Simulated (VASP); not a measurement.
Runs of VASP 6.6.1 on PbSe. The structure is that of space group Fm-3m (No. 225), or close to it. The cells are those of the table. 

```tsv
task	cell	pressure (GPa)
relaxation of cell and atoms	relaxed from a = 4.328 Å, angles 60.0°, 2 atoms	0.0
relaxation of cell and atoms	relaxed to 20 GPa from a = 4.328 Å, angles 60.0°, 2 atoms	20.0
relaxation of cell and atoms	relaxed to 10 GPa from a = 4.328 Å, angles 60.0°, 2 atoms	10.0
single point	a = 4.006 Å, angles 60.0°, 2 atoms	19.9
single point	a = 3.915 Å, angles 60.0°, 2 atoms	29.9
relaxation of cell and atoms	relaxed to 40 GPa from a = 4.328 Å, angles 60.0°, 2 atoms	40.0
single point	a = 4.132 Å, angles 60.0°, 2 atoms	(b)
relaxation of cell and atoms	relaxed to 30 GPa from a = 4.328 Å, angles 60.0°, 2 atoms	30.0
single point	a = 4.339 Å, angles 60.0°, 2 atoms	-0.1
single point	a = 3.842 Å, angles 60.0°, 2 atoms	(a)
```

Alike in all rows: level revPBE+D4; potentials or basis VASP PAW PBE potentials, release 64 (Pb_d, Se); no spin polarisation; k mesh 7 × 7 × 7; cutoff (eV) 500; smearing gaussian 0.01 eV.

Question: Estimate the missing entries.

Answer: (a) 39.9; (b) 9.9.

Caveats: the PAW data sets were made with another functional, which shifts forces and pressure a little; the cell is relaxed towards a set pressure, so the run minimises the enthalpy, not the energy (at least some runs); the cell stands under pressure (at least some runs).
